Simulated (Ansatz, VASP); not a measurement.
## One calculation of CuI, two programs

File INCAR:

```
PREC     = Accurate       # precision mode
ENCUT    = 520            # plane-wave cutoff, eV
EDIFF    = 1E-6           # SCF threshold, eV
ISMEAR   = 0              # smearing method
SIGMA    = 0.05           # smearing width, eV
LREAL    = F              # projectors in reciprocal space
LASPH    = T              # aspherical terms in the spheres
NELM     = 60             # most SCF steps
ALGO     = Normal         # electronic algorithm
ISIF     = 2              # what is computed and relaxed
LWAVE    = F              # write WAVECAR
LCHARG   = F              # write CHGCAR
GGA      = PE             # functional
NBANDS   = 16             # bands
```

File KPOINTS:

```
regular mesh
0
Gamma
  8 8 8
```

The input POSCAR:

```
CuI
1.0
    0.0000000000      2.8532248602      3.2188908622
    3.2188908622      0.0000000000      3.2188908622
    3.2188908622      2.8532248602      0.0000000000
Cu I
1 1
Direct
    0.7500000000      0.7500000000      0.7500000000
    0.0000000000      0.0000000000      0.0000000000
```

Input for Ansatz:

```yaml
crystal:
  lattice:
    - [0.0, 2.8532248602, 3.2188908622]
    - [3.2188908622, 0.0, 3.2188908622]
    - [3.2188908622, 2.8532248602, 0.0]
  atoms:
    - { symbol: Cu, position: [0.75, 0.75, 0.75] }
    - { symbol: I, position: [0.0, 0.0, 0.0] }
basis:
  ecutwfc: 520.0
kpoints:
  mp_grid: { grid: [8, 8, 8] }
hamiltonian:
  xc: pbe
scf:
  occupations: { method: gaussian, width: 0.05 }
output:
  forces: true
  stress: true
  eigenvalues: true
```

Alike in both runs: task single point; functional PBE; k mesh 8 × 8 × 8; occupations gaussian, width 0.05 eV; no spin polarisation.

```csv
,VASP,Ansatz
version,VASP 6.6.1,Ansatz 0.2.0
potentials or method,"VASP PAW PBE potentials, release 64 (Cu, I), cutoff 520 eV","scalar-relativistic, plane waves, PAW"
valence electrons in the cell,18,36
```

```tsv
	VASP	Ansatz	Ansatz less VASP
gap on the k mesh at the Fermi level (eV)	0.91	0.89	-0.019
least direct gap on the mesh (eV)	0.91	0.89	-0.019
pressure (GPa)	-1.6	-1.9	-0.26
traceless stress, the component that is largest in VASP (GPa)	1.24	1.25	+0.009
```

The functional is the same, so the differences come from potentials, cutoffs and numerics. VASP's potentials hold 18 valence electrons a cell and Ansatz's 36, so a difference there can come from the potentials and not from the codes.

Spin-orbit coupling is off throughout.
